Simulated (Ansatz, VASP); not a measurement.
# Ti: VASP beside Ansatz

```
Ti
1.0
     4.51403    0.00000    0.00000
    -2.25701    3.90926    0.00000
     0.00000    0.00000    2.79894
Ti
3
Direct
  0.00000 0.00000 0.00000
  0.33333 0.66667 0.50000
  0.66667 0.33333 0.50000
```

Alike in both runs: task relaxation of cell and atoms; functional PBEsol; k mesh 12 × 12 × 14; occupations fermi-dirac, width 0.15 eV; no spin polarisation.

|  | VASP | Ansatz |
| --- | --- | --- |
| version | VASP 6.6.1 | Ansatz 0.2.0 |
| potentials or method | VASP PAW PBE potentials, release 64 (Ti_sv), cutoff 600 eV | scalar-relativistic, plane waves, PAW |
| valence electrons in the cell | 36 | 36 |

Ansatz gave:

```
gap on the k mesh at the Fermi level, each at its own relaxed structure (eV) : none
relaxed volume (Å³/atom)                                                     : 16.51
relaxed cell length with the largest relative difference (Å)                 : 4.523
```

Q: Estimate VASP's values.

A: gap on the k mesh at the Fermi level, each at its own relaxed structure (eV): none; relaxed volume (Å³/atom): 16.48; relaxed cell length with the largest relative difference (Å): 4.520.

VASP's potentials were made for PBE, not for PBEsol, and Ansatz warns of the same on its side. A gap of «none» marks a metal or a gap that the smearing closes.
